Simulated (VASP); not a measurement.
# TiO2 (I4_1/amd) in VASP: further runs

TiO2 is run at these levels: PBE; tasks: single point.

Everything below comes from runs of VASP 6.6.1. Logs are shortened: lines on timing, memory, paths and dates and some standing lists are left out, and cuts for length are marked.

## Step 1: The cell of the first run

Symmetry: I4_1/amd, No. 141, tetragonal system. Conventional cell: a = 3.759 Å, b = 3.759 Å, c = 9.451 Å, α = 90.00°, β = 90.00°, γ = 90.00°. Within 2.5 Å of Ti (site symmetry -4m2) lie 6 O at 1.92 to 1.98 Å. Within 2.5 Å of O (site symmetry 2mm) lie 3 Ti at 1.92 to 1.98 Å and 2 O at 2.47 Å.

## Step 2: Single point, PBE (11.13 Å³/atom)

Input file INCAR:

```
  PREC = Accurate
  ENCUT = 520
  EDIFF = 1E-6
  ISMEAR = -1
  SIGMA = 0.02
  LREAL = False
  LASPH = True
  NELM = 60
  ALGO = Normal
  ISIF = 2
  LWAVE = False
  LCHARG = True
  GGA = PE
  LELF = True
  LVHAR = True
  NBANDS = 33
```

Input file KPOINTS:

```
Automatic mesh
0
Gamma
  11 11 11
```

Input file POSCAR:

```
TiO2
1.0
   -1.8794009596      1.8794009596      4.7253708500
    1.8794009596     -1.8794009596      4.7253708500
    1.8794009596      1.8794009596     -4.7253708500
Ti O
2 4
Direct
    0.0000000000      0.0000000000      0.0000000000
    0.7500000000      0.2500000000      0.5000000000
    0.2095703877      0.2095703877      0.0000000000
    0.9595703877      0.4595703877      0.5000000000
    0.5404296123      0.0404296123      0.5000000000
    0.7904296123      0.7904296123      0.0000000000
```

Potentials or basis: VASP PAW PBE potentials, release 64 (Ti_sv, O).

Started as:

```bash
$ cat potpaw_PBE.64/Ti_sv/POTCAR potpaw_PBE.64/O/POTCAR > POTCAR
$ mpirun -np 1 vasp_std > vasp.out
```

OUTCAR:

```text
PREC = Accurate
   ENCUT = 520
   EDIFF = 1E-6
   ISMEAR = -1
   LREAL = False
   LASPH = True
   NELM = 60
   ISIF = 2
   GGA = PE

 ion  position               nearest neighbor table
   1  0.000  0.000  0.000-   5 1.92   4 1.92   5 1.92   4 1.92   3 1.98   6 1.98
   2  0.750  0.250  0.500-   6 1.92   3 1.92   6 1.92   3 1.92   4 1.98   5 1.98
   3  0.210  0.210  0.000-   2 1.92   2 1.92   1 1.98
   4  0.960  0.460  0.500-   1 1.92   1 1.92   2 1.98
   5  0.540  0.040  0.500-   1 1.92   1 1.92   2 1.98
   6  0.790  0.790  0.000-   2 1.92   2 1.92   1 1.98

  LATTYP: Found a body centered tetragonal cell.
 ALAT       =     3.7588019192
 C/A-ratio  =     2.5142962846

  Lattice vectors:

 A1 = (  -1.8794009596,   1.8794009596,   4.7253708500)
 A2 = (   1.8794009596,  -1.8794009596,   4.7253708500)
 A3 = (   1.8794009596,   1.8794009596,  -4.7253708500)

Analysis of symmetry for initial positions (statically):
=====================================================================
 Subroutine PRICEL returns:
 Original cell was already a primitive cell.

 Routine SETGRP: Setting up the symmetry group for a
 body centered tetragonal supercell.

 Subroutine GETGRP returns: Found 16 space group operations
 (whereof  8 operations were pure point group operations)
 out of a pool of 16 trial point group operations.

The static configuration has the point symmetry D_2d.
 The point group associated with its full space group is D_4h.

Analysis of symmetry for dynamics (positions and initial velocities):
=====================================================================
 Subroutine PRICEL returns:
 Original cell was already a primitive cell.

 Routine SETGRP: Setting up the symmetry group for a
 body centered tetragonal supercell.

 Subroutine GETGRP returns: Found 16 space group operations
 (whereof  8 operations were pure point group operations)
 out of a pool of 16 trial point group operations.

The dynamic configuration has the point symmetry D_2d.
 The point group associated with its full space group is D_4h.

 Subroutine INISYM returns: Found 16 space group operations
 (whereof  8 operations are pure point group operations),
 and found     1 'primitive' translations

----------------------------------------------------------------------------------------

                                     Primitive cell

  volume of cell :      66.7628

  direct lattice vectors                    reciprocal lattice vectors
    -1.879400960  1.879400960  4.725370850     0.000000000  0.266042218  0.105811801
     1.879400960 -1.879400960  4.725370850     0.266042218  0.000000000  0.105811801
     1.879400960  1.879400960 -4.725370850     0.266042218  0.266042218  0.000000000

  length of vectors
     5.421570400  5.421570400  5.421570400     0.286312066  0.286312066  0.376240513

  position of ions in fractional coordinates (direct lattice)
     0.000000000  0.000000000  0.000000000
     0.750000000  0.250000000  0.500000000
     0.209570388  0.209570388  0.000000000
     0.959570388  0.459570388  0.500000000
     0.540429612  0.040429612  0.500000000
     0.790429612  0.790429612  0.000000000

  ion indices of the primitive-cell ions
   primitive index   ion index
                 1           1
                 2           2
                 3           3
                 4           4
                 5           5
                 6           6

----------------------------------------------------------------------------------------

 KPOINTS: Automatic mesh

Automatic generation of k-mesh.
 Grid dimensions read from file:
 generate k-points for:   11   11   11

 Generating k-lattice:

  Cartesian coordinates                     Fractional coordinates (reciprocal lattice)
     0.000000000  0.024185656  0.009619255     0.090909091  0.000000000  0.000000000
     0.024185656  0.000000000  0.009619255     0.000000000  0.090909091  0.000000000
     0.024185656  0.024185656  0.000000000     0.000000000  0.000000000  0.090909091

  Length of vectors
     0.026028370  0.026028370  0.034203683

  Shift w.r.t. Gamma in fractional coordinates (k-lattice)
     0.000000000  0.000000000  0.000000000

 Subroutine IBZKPT returns following result:
 ===========================================

 Found    126 irreducible k-points:

 Following reciprocal coordinates:
            Coordinates               Weight
  0.000000  0.000000  0.000000      1.000000
  0.090909  0.000000 -0.000000      8.000000
  0.181818  0.000000  0.000000      8.000000
  0.272727  0.000000 -0.000000      8.000000
  0.363636  0.000000  0.000000      8.000000
  0.454545  0.000000  0.000000      8.000000
[... 16 lines left out ...]
 -0.272727  0.181818  0.000000     16.000000
 -0.181818  0.181818  0.000000      4.000000
 [... further k-points ...]
   k-points           NKPTS =    126   k-points in BZ     NKDIM =    126   number of bands    NBANDS=     33
   number of dos      NEDOS =    301   number of ions     NIONS =      6
   total plane-waves  NPLWV =  64000
   dimension x,y,z NGX =    40 NGY =   40 NGZ =   40
   dimension x,y,z NGXF=    80 NGYF=   80 NGZF=   80
   ions per type =               2   4
   NGX,Y,Z   is equivalent  to a cutoff of  12.27, 12.27, 12.27 a.u.
   NGXF,Y,Z  is equivalent  to a cutoff of  24.53, 24.53, 24.53 a.u.
 SYSTEM =  unknown system
   PREC   = accura    normal or accurate (medium, high low for compatibility)
   ISTART =      0    job   : 0-new  1-cont  2-samecut
   ICHARG =      2    charge: 1-file 2-atom 10-const
   ISPIN  =      1    spin polarized calculation?
   LNONCOLLINEAR =      F non collinear calculations
   LSORBIT =      F    spin-orbit coupling
   LASPH  =      T    aspherical Exc in radial PAW
   ENCUT  =  520.0 eV  38.22 Ry    6.18 a.u.  10.08 10.08 10.08*2*pi/ulx,y,z
   NELM   =     60;   NELMIN=  2; NELMDL= -5     # of ELM steps
   EDIFF  = 0.1E-05   stopping-criterion for ELM
   LREAL  =      F    real-space projection
   EDIFFG = 0.1E-04   stopping-criterion for IOM
   NSW    =      0    number of steps for IOM
   IBRION =     -1    ionic relax: 0-MD 1-quasi-New 2-CG
   NFREE  =      0    steps in history (QN), initial steepest desc. (CG)
   ISIF   =      2    stress and relaxation
   ISYM   =      2    0-nonsym 1-usesym 2-fastsym
   POTIM  = 0.5000    time-step for ionic-motion
   TEBEG  =    0.0;   TEEND  =   0.0 temperature during run
   PSTRESS=    0.0 pullay stress
   NELECT =      48.0000    total number of electrons
   NUPDOWN=      -1.0000    fix difference up-down
   EMIN   =  10.00;   EMAX   =-10.00  energy-range for DOS
   EFERMI =   0.00;   METHOD = LEGACY
   ISMEAR =    -1;   SIGMA  =   0.02  broadening in eV -4-tet -1-fermi 0-gaus
   EFERMI_NEDOS =   21; number of points for ismear=-14 and -15
   IALGO  =     38    algorithm
   IMIX   =      4    mixing-type and parameters
     AMIX     =   0.40;   BMIX     =  1.00
     AMIX_MAG =   1.60;   BMIX_MAG =  1.00
  volume/ion in A,a.u.               =      11.13        75.09
  Fermi-wavevector in a.u.,A,eV,Ry     =   1.466595  2.771463 29.264799  2.150902
  Thomas-Fermi vector in A             =   2.582314
   LORBIT       =      0    0 simple, 1 ext, 2 COOP (PROOUT), +10 PAW based schemes
   GGA     = PE    functional components
   LHFCALC =     F    Hartree Fock is set to
   AEXX    =    0.0000 exact exchange contribution
   IVDW    =     0    specifies the selected vdW correction
   LEPSILON=     F    determine dielectric tensor
   LRPA    =     F    only Hartree local field effects (RPA)
 non-spin polarized calculation
  energy-cutoff  :      520.00
  volume of cell :       66.76
 maximum number of plane-waves:      1815
   NGX = 21   NGY = 21   NGZ = 21

 number of electron      47.9999988 magnetization

 Free energy of the ion-electron system (eV)
  ---------------------------------------------------
  ext. energy  EPLUGINS =         0.00000000
  ---------------------------------------------------
  free energy    TOTEN  =       -53.76104218 eV

  energy without entropy =      -53.76104218  energy(sigma->0) =      -53.76104218

 E-fermi :   4.2010     XC(G=0): -10.8483

 val. band max:        3.6311862276   @ k =  -0.4545   0.4545   0.0000
 cond. band min:       5.7213224015   @ k =   0.0000   0.0000   0.0000
 fundamental gap:      2.0901361739
 Fermi energy:         4.2009612512

 k-point     1 :       0.0000    0.0000    0.0000
  band No.  band energies     occupation
      1     -52.7427      2.00000
      2     -52.6767      2.00000
      3     -29.2304      2.00000
      4     -28.9803      2.00000
      5     -28.9803      2.00000
      6     -28.9035      2.00000
[... 25 lines left out ...]
     32       9.0276      0.00000
     33       9.0412      0.00000

 k-point     2 :       0.0909    0.0000   -0.0000
  band No.  band energies     occupation
      1     -52.7415      2.00000
      2     -52.6775      2.00000
      3     -29.2281      2.00000
      4     -28.9921      2.00000
      5     -28.9811      2.00000
      6     -28.9084      2.00000
[... 25 lines left out ...]
     32       9.0639      0.00000
     33       9.3076      0.00000

 k-point     3 :       0.1818    0.0000    0.0000
  band No.  band energies     occupation
      1     -52.7381      2.00000
      2     -52.6798      2.00000
      3     -29.2220      2.00000
      4     -29.0225      2.00000
      5     -28.9833      2.00000
      6     -28.9203      2.00000
[... 25 lines left out ...]
     32       9.3649      0.00000
     33       9.7431      0.00000

 k-point     4 :       0.2727    0.0000   -0.0000
  band No.  band energies     occupation
      1     -52.7332      2.00000
      2     -52.6833      2.00000
      3     -29.2145      2.00000
      4     -29.0612      2.00000
      5     -28.9859      2.00000
      6     -28.9328      2.00000
[... 25 lines left out ...]
     32       9.5822      0.00000
     33      10.0580      0.00000

 k-point     5 :       0.3636    0.0000    0.0000
  band No.  band energies     occupation
      1     -52.7279      2.00000
      2     -52.6873      2.00000
      3     -29.2077      2.00000
      4     -29.0969      2.00000
      5     -28.9880      2.00000
      6     -28.9401      2.00000
[... 604 lines left out ...]
 k-point    22 :      -0.3636    0.1818    0.0000
  band No.  band energies     occupation
      1     -52.7268      2.00000
      2     -52.6869      2.00000
      3     -29.2196      2.00000
      4     -29.0993      2.00000
      5     -29.0111      2.00000
      6     -28.9669      2.00000
[... 25 lines left out ...]
     32      10.3753      0.00000
     33      10.6182      0.00000

 k-point    23 :      -0.2727    0.1818    0.0000
  band No.  band energies     occupation
      1     -52.7319      2.00000
      2     -52.6831      2.00000
      3     -29.2253      2.00000
      4     -29.0681      2.00000
      5     -29.0072      2.00000
      6     -28.9545      2.00000
[... 25 lines left out ...]
     32      10.3282      0.00000
     33      10.4600      0.00000

 k-point    24 :      -0.1818    0.1818    0.0000
  band No.  band energies     occupation
      1     -52.7360      2.00000
      2     -52.6804      2.00000
      3     -29.2279      2.00000
      4     -29.0383      2.00000
      5     -29.0008      2.00000
      6     -28.9383      2.00000
[... 25 lines left out ...]
     32      10.0994      0.00000
     33      10.3112      0.00000

 [... further k-points ...]

------------------------ aborting loop because EDIFF is reached ----------------------------------------

  FORCE on cell =-STRESS in cart. coord.  units (eV):
  Direction    XX          YY          ZZ          XY          YZ          ZX
  --------------------------------------------------------------------------------------
  -------------------------------------------------------------------------------------
  Total        4.3099387      4.3099387      3.8204394      0.0000000      0.0000000      0.0000000
  in kB      103.4300889    103.4300889     91.6830649      0.0000000      0.0000000      0.0000000
  external PRESSURE =      99.5144142 kB  Pullay stress =       0.0000000 kB

 VOLUME and BASIS-vectors are now :
 -----------------------------------------------------------------------------
  energy-cutoff  :      520.00
  volume of cell :       66.76
      direct lattice vectors                 reciprocal lattice vectors
    -1.879400960  1.879400960  4.725370850     0.000000000  0.266042218  0.105811801
     1.879400960 -1.879400960  4.725370850     0.266042218  0.000000000  0.105811801
     1.879400960  1.879400960 -4.725370850     0.266042218  0.266042218  0.000000000

 POSITION                                       TOTAL-FORCE (eV/Angst)
 -----------------------------------------------------------------------------------
      0.00000      0.00000      0.00000         0.000000      0.000000      0.000000
     -0.00000      1.87940      2.36269         0.000000      0.000000      0.000000
      0.00000      0.00000      1.98060        -0.000000     -0.000000      0.022995
      0.00000      1.87940      4.34328        -0.000000     -0.000000      0.022995
      0.00000      1.87940      0.38209        -0.000000     -0.000000     -0.022995
      0.00000      0.00000      7.47015        -0.000000     -0.000000     -0.022995
 -----------------------------------------------------------------------------------
    total drift:                                0.000000      0.000000     -0.000000

  FREE ENERGIE OF THE ION-ELECTRON SYSTEM (eV)
  ---------------------------------------------------
  free  energy   TOTEN  =       -53.7610421834 eV

  energy  without entropy=      -53.7610421834  energy(sigma->0) =      -53.76104218
```

Run time: 2.7 min. Hardware: 1 thread of Intel Xeon 6975P-C (Granite Rapids), shared host; peak memory 0.38 GiB.

Results:

```
Free energy            : -53.7610 eV
Pressure               : 10.0 GPa
Largest force          : 0.023 eV/Å
Band gap on the k mesh : 2.09 eV (least direct gap 2.48 eV)
```

Forces on the atoms (eV/Å):
```
Ti   0.000  0.000  0.000
Ti   0.000  0.000  0.000
O    0.000  0.000  0.023
O    0.000  0.000  0.023
O    0.000  0.000 -0.023
O    0.000  0.000 -0.023
```

Levels at points of the mesh, in eV from the valence-band top:
| k point | band 22 | band 23 | band 24 | band 25 | band 26 | band 27 |
| --- | --- | --- | --- | --- | --- | --- |
| (0.00, 0.00, 0.00) | -0.80 | -0.53 | -0.53 | 2.09 | 2.86 | 3.97 |

Caveat: the cell stands under pressure; an odd mesh through Γ misses points on the zone boundary, where band edges can lie.

## Step 3: Single point, PBE (z stretched by -2 %, then relaxed in part)

Input file INCAR:

```
SYSTEM = TiO2
PREC     = Accurate       ! precision mode
ENCUT    = 520            ! plane-wave cutoff, eV
EDIFF    = 1E-7           ! SCF threshold, eV
ISMEAR   = -1             ! smearing method
SIGMA    = 0.02           ! smearing width, eV
LREAL    = .FALSE.        ! projectors in reciprocal space
LASPH    = .TRUE.         ! aspherical terms in the spheres
NELM     = 80             ! most SCF steps
ALGO     = Normal         ! electronic algorithm
ISIF     = 2              ! what is computed and relaxed
LWAVE    = .FALSE.        ! write WAVECAR
LCHARG   = .FALSE.        ! write CHGCAR
GGA      = PE             ! functional
NBANDS   = 33             ! bands
```

Input file KPOINTS:

```
regular mesh
0
G
  11 11 11
  0 0 0
```

Input file POSCAR:

```
TiO2
1.0
   -1.8921000000      1.8921000000      4.6621540000
    1.8921000000     -1.8921000000      4.6621540000
    1.8921000000      1.8921000000     -4.6621540000
Ti O
2 4
Direct
    0.0000000000      0.0000000000      0.0000000000
    0.7500000000      0.2500000000      0.5000000000
    0.2113782734      0.2113782734      0.0000000000
    0.9613782734      0.4613782734      0.5000000000
    0.5386217266      0.0386217266      0.5000000000
    0.7886217266      0.7886217266      0.0000000000
```

Potentials or basis: VASP PAW PBE potentials, release 64 (Ti_sv, O).

Started as:

```bash
$ cat potpaw_PBE.64/Ti_sv/POTCAR potpaw_PBE.64/O/POTCAR > POTCAR
$ mpirun -np 1 vasp_std > vasp.out
```

It took 2.8 min on 1 thread of Intel Xeon 6975P-C (Granite Rapids), shared host; peak memory 0.38 GiB.

The run converged. Its results:

* Free energy: -53.7631 eV
* Pressure: 9.0 GPa
* Largest force: 0.037 eV/Å
* Band gap on the k mesh: 2.01 eV (least direct gap 2.44 eV)

Forces on the atoms (eV/Å):
```
Ti   0.000  0.000  0.000
Ti   0.000  0.000  0.000
O    0.000  0.000  0.037
O    0.000  0.000  0.037
O    0.000  0.000 -0.037
O    0.000  0.000 -0.037
```

Stress tensor (GPa, compression positive):
```
8.63 0.00 0.00
0.00 8.63 0.00
0.00 0.00 9.79
```

Levels at points of the mesh, in eV from the valence-band top:
```
           k point  band 20  band 21  band 22  band 23  band 24  band 25  band 26  band 27  band 28  band 29
(0.00, 0.00, 0.00)    -0.78    -0.77    -0.77    -0.57    -0.57     2.01     2.83     3.82     3.82     3.90
```

Caveat: the cell differs from its parent crystal (z stretched by -2 %, then relaxed in part); the cell stands under pressure; an odd mesh through Γ misses points on the zone boundary, where band edges can lie.

## Step 4: Single point, PBE (z stretched by -1 %, then relaxed in part)

Input file INCAR:

```
  PREC = Accurate
  ENCUT = 520
  EDIFF = 1E-7
  ISMEAR = -1
  SIGMA = 0.02
  LREAL = F
  LASPH = T
  NELM = 80
  ALGO = Normal
  ISIF = 2
  LWAVE = F
  LCHARG = F
  GGA = PE
  NBANDS = 33
```

Input file KPOINTS:

```
regular mesh
0
Gamma
  11 11 11
```

Input file POSCAR:

```
TiO2
1.0
   -1.8921000000      1.8921000000      4.7097270000
    1.8921000000     -1.8921000000      4.7097270000
    1.8921000000      1.8921000000     -4.7097270000
Ti O
2 4
Direct
    0.0000000000      0.0000000000      0.0000000000
    0.7500000000      0.2500000000      0.5000000000
    0.2100707923      0.2100707923      0.0000000000
    0.9600707923      0.4600707923      0.5000000000
    0.5399292077      0.0399292077      0.5000000000
    0.7899292077      0.7899292077      0.0000000000
```

Started as:

```bash
$ cat potpaw_PBE.64/Ti_sv/POTCAR potpaw_PBE.64/O/POTCAR > POTCAR
$ mpirun -np 1 vasp_std > vasp.out
```

Run time: 3.1 min. Hardware: 1 thread of Intel Xeon 6975P-C (Granite Rapids), shared host; peak memory 0.39 GiB.

Results (log left out):

```
Free energy            : -53.7997 eV
Pressure               : 7.2 GPa
Largest force          : 0.027 eV/Å
Band gap on the k mesh : 2.04 eV (least direct gap 2.44 eV)
```

Forces on the atoms (eV/Å):
```
Ti   0.000  0.000  0.000
Ti   0.000  0.000  0.000
O    0.000  0.000  0.027
O    0.000  0.000  0.027
O    0.000  0.000 -0.027
O    0.000  0.000 -0.027
```

Stress tensor (GPa, compression positive):
```
7.03 0.00 0.00
0.00 7.03 0.00
0.00 0.00 7.66
```

Levels at points of the mesh, in eV from the valence-band top:
```tsv
k point	band 22	band 23	band 24	band 25	band 26	band 27
(0.00, 0.00, 0.00)	-0.78	-0.53	-0.53	2.04	2.82	3.87
```

Caveat: the cell differs from its parent crystal (z stretched by -1 %, then relaxed in part); the cell stands under pressure; an odd mesh through Γ misses points on the zone boundary, where band edges can lie.

## Step 5: The runs side by side

```csv
cell,gap on the mesh (eV),pressure (GPa),largest force (eV/Å)
"a = 5.422 Å, angles 139.4, 139.4, 58.7°, 6 atoms, atomic positions A",2.09,10.0,0.02
"a = 5.375 Å, angles 138.8, 138.8, 59.7°, 6 atoms, atomic positions B",2.01,9.0,0.04
"a = 5.417 Å, angles 139.1, 139.1, 59.2°, 6 atoms, atomic positions A",2.04,7.2,0.03
```

Alike in all rows: task single point; level PBE; potentials or basis VASP PAW PBE potentials, release 64 (Ti_sv, O); no spin polarisation; k mesh 11 × 11 × 11; cutoff (eV) 520; smearing fermi-dirac 0.02 eV.

Caveats: the cell stands under pressure; an odd mesh through Γ misses points on the zone boundary, where band edges can lie.

Absolute energies hang on the potentials; compare differences alone.
